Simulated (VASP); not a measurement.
Here is a VASP 6.6.1 calculation.

File INCAR:

```
SYSTEM = Be
ALGO = Normal ; EDIFF = 1E-7
EDIFFG = -0.005 ; ENCUT = 600
GGA = PS ; IBRION = 2
ISIF = 3 ; ISMEAR = -1
LASPH = .TRUE. ; LCHARG = .FALSE.
LREAL = .FALSE. ; LWAVE = .FALSE.
NELM = 60 ; NSW = 32
PREC = Accurate ; PSTRESS = 130.0
SIGMA = 0.08
```

The input KPOINTS:

```
k-points
0
G
  20 20 11
  0 0 0
```

POSCAR

```
Be
1.0
    2.1888299623      0.0000000000      0.0000000000
   -1.0944149811      1.8955823519      0.0000000000
    0.0000000000      0.0000000000      3.4529038982
Be
2
Direct
    0.3333333333      0.6666666667      0.2500000000
    0.6666666667      0.3333333333      0.7500000000
```

Potentials or basis: VASP PAW PBE potentials, release 64 (Be).

Command:

```bash
$ cat potpaw_PBE.64/Be/POTCAR > POTCAR
$ mpirun -np 1 vasp_std > vasp.out
```

Question: Predict the relaxed cell.

Answer: a = 2.191 Å, b = 2.191 Å, c = 3.457 Å, α = 90.00°, β = 90.00°, γ = 120.00°.

Question: Predict the band gap on the k mesh.

Answer: Zero (bands 2 and 3 overlap by 1.49 eV).

Question: What does it give for the space group after relaxing (to 0.1 Å)?

Answer: P6_3/mmc (No. 194).

Question: What does it give for the relaxed volume?

Answer: 7.18 Å³/atom.

The path:
| step | energy change (eV) | largest force (eV/Å) | pressure (GPa) | volume (Å³) |
| --- | --- | --- | --- | --- |
| 1 | 0.0000 | 0.0000 | 13.46 | 14.33 |
| 2 | -0.0035 | 0.0000 | 12.96 | 14.37 |

Caveat: the cell is relaxed towards a set pressure, so the run minimises the enthalpy, not the energy; the PAW data sets were made with another functional, which shifts forces and pressure a little.
